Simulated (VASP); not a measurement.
Input of a VASP 6.6.1 run:

Contents of POSCAR:

```
As
1.0
    2.9794804000     -0.1006165900      0.3237709600
   -0.1006165900      2.5830128800      0.2618843200
    0.3237709600      0.2618843200      2.5485519600
As
1
Direct
    0.5000000000      0.5000000000      0.5000000000
```

File INCAR.step1:

```
SYSTEM = As
PREC = Accurate ; ENCUT = 520
EDIFF = 1E-5 ; ISMEAR = -1
SIGMA = 0.05 ; LREAL = .FALSE.
LASPH = .TRUE. ; NELM = 100
ALGO = Normal ; ISIF = 2
LWAVE = .TRUE. ; LCHARG = .FALSE.
NBANDS = 8 ; GGA = PE
```

File INCAR.step2:

```
SYSTEM = As
PREC = Accurate ; ENCUT = 520
EDIFF = 1E-6 ; ISMEAR = -1
SIGMA = 0.05 ; LREAL = .FALSE.
LASPH = .TRUE. ; NELM = 100
ALGO = Normal ; ISIF = 2
LWAVE = .FALSE. ; LCHARG = .FALSE.
GGA = PE ; LHFCALC = .TRUE.
AEXX = 0.25 ; HFSCREEN = 0.2
PRECFOCK = Normal ; NBANDS = 8
ISTART = 1
```

The input KPOINTS:

```
Automatic mesh
0
G
  5 5 6
  0 0 0
```

Potentials or basis: VASP PAW PBE potentials, release 64 (As).

Command:

```console
$ cat potpaw_PBE.64/As/POTCAR > POTCAR
$ cp INCAR.step1 INCAR
$ mpirun -np 1 vasp_std > vasp.out
$ cp INCAR.step2 INCAR
$ mpirun -np 1 vasp_std > vasp.out
```

Problem. Predict the pressure.

Solution. 3.0 GPa.

Stress tensor (GPa, compression positive):
```
-7.11 -1.65 -1.99
-1.65  6.88 -9.41
-1.99 -9.41  9.29
```

Caveat: the k points lie up to 0.50 Å⁻¹ apart; the PAW data sets were made with another functional, which shifts forces and pressure a little.
